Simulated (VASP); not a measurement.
# Rb: relaxation of cell and atoms with revPBE

Rb:

```
Rb
1.0
    -2.80250    2.80250    2.80250
     2.80250   -2.80250    2.80250
     2.80250    2.80250   -2.80250
Rb
1
Direct
  0.00000 0.00000 0.00000
```

* Program: VASP 6.6.1
* Task: relaxation of cell and atoms
* Functional: revPBE
* Potentials or basis: VASP PAW PBE potentials, release 64 (Rb_sv)
* Cutoff: 600 eV
* k mesh: 7 × 7 × 7
* Occupations: fermi-dirac, width 0.05 eV
* Spin: no spin polarisation
* Dipole correction: no
* Further INCAR settings: ALGO = Normal; EDIFF = 1e-06; IBRION = 2; EDIFFG = -0.02; NSW = 80; ISIF = 3

| Item | Value |
| --- | --- |
| Relaxed volume | 97.66 Å³/atom |
| Relaxed cell | a = 5.025 Å, b = 5.025 Å, c = 5.025 Å, α = 109.47°, β = 109.47°, γ = 109.47° |
| Space group after relaxing (to 0.05 Å) | Im-3m (No. 229) |
| Energy gained by relaxing | 10.7 meV/atom |
| Ionic steps | 3 |
| Pressure after relaxing | 0.0 GPa |

The path:
| step | energy change (eV) | largest force (eV/Å) | pressure (GPa) | volume (Å³) |
| --- | --- | --- | --- | --- |
| 1 | 0.0000 | 0.0000 | 0.35 | 88.04 |
| 2 | -0.0046 | 0.0000 | 0.25 | 90.51 |
| 3 | -0.0107 | 0.0000 | 0.03 | 97.66 |

Final structure:
```cif
data_structure
_symmetry_space_group_name_H-M 'P 1'
_symmetry_Int_Tables_number 1
_cell_length_a 5.0248
_cell_length_b 5.0248
_cell_length_c 5.0248
_cell_angle_alpha 109.471
_cell_angle_beta 109.471
_cell_angle_gamma 109.471
_cell_volume 97.66
loop_
_atom_site_label
_atom_site_type_symbol
_atom_site_fract_x
_atom_site_fract_y
_atom_site_fract_z
_atom_site_occupancy
Rb1 Rb 0.00000 0.00000 0.00000 1
```

Levels at points of the mesh, in eV from the Fermi level:
| k point | band 1 | band 2 | band 3 | band 4 | band 5 | band 6 | band 7 | band 8 |
| --- | --- | --- | --- | --- | --- | --- | --- | --- |
| (0.00, 0.00, 0.00) | -28.99 | -13.04 | -13.04 | -13.04 | -1.86 | 3.66 | 3.66 | 3.66 |

It took 43 s on 1 thread of Intel(R) Xeon(R) Platinum 8488C (Sapphire Rapids) (shared host), peak memory 0.24 GiB.

Caveat: the PAW data sets were made with another functional, which shifts forces and pressure a little; the volume moved by +11 % from the deposited cell, more than functionals usually miss. Zero-point motion and thermal expansion aren't in these numbers.
